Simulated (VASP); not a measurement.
# YAl2N3 (P3m1) in VASP: further runs, part 2 of 2

VASP 6.6.1. The steps go on from the part before.

## 3. Single point, PBE

This run uses another cell than the first one, of 14.31 Å³/atom, 1.095 times its volume.

INCAR reads:

```
SYSTEM = YAl2N3
PREC = Accurate
ENCUT = 520
EDIFF = 1E-6
ISMEAR = 0
SIGMA = 0.1
LREAL = .FALSE.
LASPH = .TRUE.
NELM = 100
ALGO = Normal
ISIF = 2
LWAVE = .FALSE.
LCHARG = .TRUE.
GGA = PE
LELF = .TRUE.
LVHAR = .TRUE.
NBANDS = 25
```

KPOINTS reads:

```
Automatic mesh
0
G
  6 6 2
  0 0 0
```

POSCAR reads:

```
YAl2N3
1.0
    3.4332216600      0.0000000000      0.0000000000
   -1.7166108300      2.9732571700      0.0000000000
    0.0000000000      0.0000000000      8.4096412400
Y Al N
1 2 3
Direct
    0.3333333300      0.6666666700      0.6666666700
    0.0000000000      0.0000000000      0.0000000000
    0.6666666700      0.3333333300      0.3333333300
    0.3333333300      0.6666666700      0.9166666700
    0.6666666700      0.3333333300      0.5833333300
    0.0000000000      0.0000000000      0.2500000000
```

Potentials or basis: VASP PAW PBE potentials, release 64 (Y_sv, Al, N).

The run is started by

```
$ cat potpaw_PBE.64/Y_sv/POTCAR potpaw_PBE.64/Al/POTCAR potpaw_PBE.64/N/POTCAR > POTCAR
$ mpirun -np 1 vasp_std > vasp.out
```

OUTCAR:

```text
SYSTEM = YAl2N3
   PREC = Accurate
   ENCUT = 520
   EDIFF = 1E-6
   ISMEAR = 0
   LREAL = .FALSE.
   LASPH = .TRUE.
   NELM = 100
   ISIF = 2
   GGA = PE

 ion  position               nearest neighbor table
   1  0.333  0.667  0.667-   5 2.10   5 2.10   4 2.10   5 2.10   2 3.43   2 3.43   2 3.43   3 3.43
                             3 3.43   3 3.43
   2  0.000  0.000  0.000-   4 2.10   4 2.10   4 2.10   6 2.10   1 3.43   1 3.43   1 3.43
   3  0.667  0.333  0.333-   6 2.10   6 2.10   6 2.10   5 2.10   1 3.43   1 3.43   1 3.43
   4  0.333  0.667  0.917-   2 2.10   2 2.10   2 2.10   1 2.10
   5  0.667  0.333  0.583-   1 2.10   1 2.10   3 2.10   1 2.10
   6  0.000  0.000  0.250-   3 2.10   3 2.10   3 2.10   2 2.10

  LATTYP: Found a hexagonal cell.
 ALAT       =     3.4332216600
 C/A-ratio  =     2.4494897425

  Lattice vectors:

 A1 = (   3.4332216600,   0.0000000000,   0.0000000000)
 A2 = (  -1.7166108300,   2.9732571700,   0.0000000000)
 A3 = (   0.0000000000,   0.0000000000,   8.4096412400)

Analysis of symmetry for initial positions (statically):
=====================================================================
 Subroutine PRICEL returns:
 Original cell was already a primitive cell.

 Routine SETGRP: Setting up the symmetry group for a
 hexagonal supercell.

 Subroutine GETGRP returns: Found  6 space group operations
 (whereof  6 operations were pure point group operations)
 out of a pool of 24 trial point group operations.

The static configuration has the point symmetry C_3v.

Analysis of symmetry for dynamics (positions and initial velocities):
=====================================================================
 Subroutine PRICEL returns:
 Original cell was already a primitive cell.

 Routine SETGRP: Setting up the symmetry group for a
 hexagonal supercell.

 Subroutine GETGRP returns: Found  6 space group operations
 (whereof  6 operations were pure point group operations)
 out of a pool of 24 trial point group operations.

The dynamic configuration has the point symmetry C_3v.

 Subroutine INISYM returns: Found  6 space group operations
 (whereof  6 operations are pure point group operations),
 and found     1 'primitive' translations

----------------------------------------------------------------------------------------

                                     Primitive cell

  volume of cell :      85.8444

  direct lattice vectors                    reciprocal lattice vectors
     3.433221660  0.000000000  0.000000000     0.291271610  0.168165743  0.000000000
    -1.716610830  2.973257170  0.000000000     0.000000000  0.336331485  0.000000000
     0.000000000  0.000000000  8.409641240     0.000000000  0.000000000  0.118911137

  length of vectors
     3.433221660  3.433221656  8.409641240     0.336331485  0.336331485  0.118911137

  position of ions in fractional coordinates (direct lattice)
     0.333333330  0.666666670  0.666666670
     0.000000000  0.000000000  0.000000000
     0.666666670  0.333333330  0.333333330
     0.333333330  0.666666670  0.916666670
     0.666666670  0.333333330  0.583333330
     0.000000000  0.000000000  0.250000000

  ion indices of the primitive-cell ions
   primitive index   ion index
[... 40 lines left out ...]
  0.333333  0.166667  0.000000     12.000000
  0.333333  0.333333  0.000000      2.000000
  0.000000  0.000000  0.500000      1.000000
  0.166667 -0.000000  0.500000      6.000000
  0.333333 -0.000000  0.500000      6.000000
  0.500000 -0.000000  0.500000      3.000000
  0.166667  0.166667  0.500000      6.000000
  0.333333  0.166667  0.500000     12.000000
  0.333333  0.333333  0.500000      2.000000
   k-points           NKPTS =     14   k-points in BZ     NKDIM =     14   number of bands    NBANDS=     25
   number of dos      NEDOS =    301   number of ions     NIONS =      6
   total plane-waves  NPLWV =  50176
   dimension x,y,z NGX =    28 NGY =   28 NGZ =   64
   dimension x,y,z NGXF=    56 NGYF=   56 NGZF=  128
   ions per type =               1   2   3
   NGX,Y,Z   is equivalent  to a cutoff of  13.56, 13.56, 12.65 a.u.
   NGXF,Y,Z  is equivalent  to a cutoff of  27.12, 27.12, 25.30 a.u.
 SYSTEM =  YAl2N3
   PREC   = accura    normal or accurate (medium, high low for compatibility)
   ISTART =      0    job   : 0-new  1-cont  2-samecut
   ICHARG =      2    charge: 1-file 2-atom 10-const
   ISPIN  =      1    spin polarized calculation?
   LNONCOLLINEAR =      F non collinear calculations
   LSORBIT =      F    spin-orbit coupling
   LASPH  =      T    aspherical Exc in radial PAW
   ENCUT  =  520.0 eV  38.22 Ry    6.18 a.u.   6.38  6.38 15.64*2*pi/ulx,y,z
   NELM   =    100;   NELMIN=  2; NELMDL= -5     # of ELM steps
   EDIFF  = 0.1E-05   stopping-criterion for ELM
   LREAL  =      F    real-space projection
   EDIFFG = 0.1E-04   stopping-criterion for IOM
   NSW    =      0    number of steps for IOM
   IBRION =     -1    ionic relax: 0-MD 1-quasi-New 2-CG
   NFREE  =      0    steps in history (QN), initial steepest desc. (CG)
   ISIF   =      2    stress and relaxation
   ISYM   =      2    0-nonsym 1-usesym 2-fastsym
   POTIM  = 0.5000    time-step for ionic-motion
   TEBEG  =    0.0;   TEEND  =   0.0 temperature during run
   PSTRESS=    0.0 pullay stress
   NELECT =      32.0000    total number of electrons
   NUPDOWN=      -1.0000    fix difference up-down
   EMIN   =  10.00;   EMAX   =-10.00  energy-range for DOS
   EFERMI =   0.00;   METHOD = LEGACY
   ISMEAR =     0;   SIGMA  =   0.10  broadening in eV -4-tet -1-fermi 0-gaus
   EFERMI_NEDOS =   21; number of points for ismear=-14 and -15
   IALGO  =     38    algorithm
   IMIX   =      4    mixing-type and parameters
     AMIX     =   0.40;   BMIX     =  1.00
     AMIX_MAG =   1.60;   BMIX_MAG =  1.00
  volume/ion in A,a.u.               =      14.31        96.55
  Fermi-wavevector in a.u.,A,eV,Ry     =   1.178205  2.226485 18.887162  1.388167
  Thomas-Fermi vector in A             =   2.314538
   LORBIT       =      0    0 simple, 1 ext, 2 COOP (PROOUT), +10 PAW based schemes
   GGA     = PE    functional components
   LHFCALC =     F    Hartree Fock is set to
   AEXX    =    0.0000 exact exchange contribution
   IVDW    =     0    specifies the selected vdW correction
   LEPSILON=     F    determine dielectric tensor
   LRPA    =     F    only Hartree local field effects (RPA)
 non-spin polarized calculation
 Gauss-broadening in eV      SIGMA  =   0.10
  energy-cutoff  :      520.00
  volume of cell :       85.84
 maximum number of plane-waves:      2348
 NGX is ok and might be reduce to    28
   NGX = 13   NGY = 13   NGZ = 31

 number of electron      32.0000001 magnetization

 Free energy of the ion-electron system (eV)
  ---------------------------------------------------
  ext. energy  EPLUGINS =         0.00000000
  ---------------------------------------------------
  free energy    TOTEN  =       -44.67086126 eV

  energy without entropy =      -44.67086126  energy(sigma->0) =      -44.67086126

 E-fermi :   4.1237     XC(G=0): -10.0931

 val. band max:        3.5879093667   @ k =   0.5000  -0.0000   0.0000
 cond. band min:       5.2465234610   @ k =   0.0000   0.0000   0.0000
 fundamental gap:      1.6586140943
 Fermi energy:         4.1237063005

 k-point     1 :       0.0000    0.0000    0.0000
  band No.  band energies     occupation
      1     -35.4987      2.00000
      2     -16.1980      2.00000
      3     -15.4028      2.00000
      4     -15.4028      2.00000
      5      -9.8887      2.00000
      6      -9.0313      2.00000
[... 381 lines left out ...]
     24      12.1060      0.00000
     25      12.6084      0.00000

------------------------ aborting loop because EDIFF is reached ----------------------------------------

  FORCE on cell =-STRESS in cart. coord.  units (eV):
  Direction    XX          YY          ZZ          XY          YZ          ZX
  --------------------------------------------------------------------------------------
  -------------------------------------------------------------------------------------
  Total       -3.1049836     -3.1049836     -2.8113462      0.0000000      0.0000000      0.0000000
  in kB      -57.9506221    -57.9506219    -52.4702492      0.0000000      0.0000000      0.0000000
  external PRESSURE =     -56.1238311 kB  Pullay stress =       0.0000000 kB

 VOLUME and BASIS-vectors are now :
 -----------------------------------------------------------------------------
  energy-cutoff  :      520.00
  volume of cell :       85.84
      direct lattice vectors                 reciprocal lattice vectors
     3.433221660  0.000000000  0.000000000     0.291271610  0.168165743  0.000000000
    -1.716610830  2.973257170  0.000000000     0.000000000  0.336331485  0.000000000
     0.000000000  0.000000000  8.409641240     0.000000000  0.000000000  0.118911137

 POSITION                                       TOTAL-FORCE (eV/Angst)
 -----------------------------------------------------------------------------------
     -0.00000      1.98217      5.60643        -0.000000      0.000000     -0.977008
      0.00000      0.00000      0.00000         0.000000     -0.000000      0.928926
      1.71661      0.99109      2.80321         0.000000     -0.000000     -0.095626
     -0.00000      1.98217      7.70884        -0.000000     -0.000000      3.836494
      1.71661      0.99109      4.90562        -0.000000     -0.000000     -3.659711
      0.00000      0.00000      2.10241         0.000000     -0.000000     -0.033075
 -----------------------------------------------------------------------------------
    total drift:                                0.000013     -0.000007      0.000462

  FREE ENERGIE OF THE ION-ELECTRON SYSTEM (eV)
  ---------------------------------------------------
  free  energy   TOTEN  =       -44.6708612641 eV

  energy  without entropy=      -44.6708612641  energy(sigma->0) =      -44.67086126
```

Wall time 22 s (1 thread of Intel Xeon 6975P-C (Granite Rapids), shared host); peak memory 0.24 GiB.

Results:

- Free energy: -44.6709 eV
- Pressure: -5.6 GPa
- Largest force: 3.836 eV/Å
- Band gap on the k mesh: 1.66 eV, indirect (least direct gap 2.17 eV)

Forces on the atoms (eV/Å):
```
Y    0.000  0.000 -0.977
Al   0.000  0.000  0.929
Al   0.000  0.000 -0.096
N    0.000  0.000  3.836
N    0.000  0.000 -3.660
N    0.000  0.000 -0.033
```

Stress tensor (GPa, compression positive):
```
-5.80  0.00  0.00
 0.00 -5.80  0.00
 0.00  0.00 -5.25
```

Levels at points of the mesh, in eV from the valence-band top:
```csv
k point,band 13,band 14,band 15,band 16,band 17,band 18,band 19,band 20
"(0.00, 0.00, 0.00)",-0.81,-0.81,-0.51,-0.51,1.66,3.81,5.69,6.58
"(0.50, 0.00, 0.00)",-1.31,-1.09,-0.25,0.00,2.83,4.57,5.14,5.39
"(0.00, 0.00, 0.50)",-0.86,-0.75,-0.47,-0.47,2.62,2.91,5.90,6.59
"(0.50, 0.00, 0.50)",-1.15,-1.01,-0.43,-0.09,3.22,3.80,4.65,6.38
```

Caveat: forces of over 1 eV/Å act on the atoms, so gaps and moduli don't describe the material at rest.
